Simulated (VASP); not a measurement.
Input of a VASP 6.6.1 run:

The input INCAR:

```
SYSTEM = CaCu4Bi
PREC = Accurate
ENCUT = 600
EDIFF = 1E-7
ISMEAR = 0
SIGMA = 0.1
LREAL = .False.
LASPH = .True.
NELM = 80
ALGO = Normal
ISIF = 3
LWAVE = .False.
LCHARG = .False.
GGA = PE
IBRION = 2
NSW = 90
EDIFFG = -0.04
```

Contents of KPOINTS:

```
Automatic mesh
0
Gamma
  4 4 4
  0 0 0
```

POSCAR

```
CaCu4Bi
1.0
    0.0000000000      3.6420349000      3.6420349000
    3.6420349000      0.0000000000      3.6420349000
    3.6420349000      3.6420349000      0.0000000000
Ca Cu Bi
1 4 1
Direct
    0.0000000000      0.0000000000      0.0000000000
    0.8715317200      0.3761560900      0.3761560900
    0.3761560900      0.3761560900      0.3761560900
    0.3761560900      0.8715317200      0.3761560900
    0.3761560900      0.3761560900      0.8715317200
    0.7500000000      0.7500000000      0.7500000000
```

Potentials or basis: VASP PAW PBE potentials, release 64 (Ca_sv, Cu, Bi_d).

Run with:

```sh
$ cat potpaw_PBE.64/Ca_sv/POTCAR potpaw_PBE.64/Cu/POTCAR potpaw_PBE.64/Bi_d/POTCAR > POTCAR
$ mpirun -np 1 vasp_std > vasp.out
```

Predict the band gap on the k mesh.

zero (an odd number of electrons rules out a gap without spin polarisation).

What does it give for the space group after relaxing (to 0.1 Å)?

F-43m (No. 216).

What does it give for the relaxed volume?

17.28 Å³/atom.

Predict the relaxed cell.

a = 5.273 Å, b = 5.273 Å, c = 5.273 Å, α = 60.00°, β = 60.00°, γ = 60.00°.

Forces on the atoms (eV/Å):
```
Ca   0.000  0.000  0.000
Cu  -0.002  0.002  0.002
Cu  -0.002 -0.002 -0.002
Cu   0.002 -0.002  0.002
Cu   0.002  0.002 -0.002
Bi   0.000  0.000  0.000
```

Caveat: the k points lie up to 0.36 Å⁻¹ apart in the final cell, too coarse for converged energies and pressures of a metal; spin-orbit coupling is left out, which moves the levels of the heavy elements.
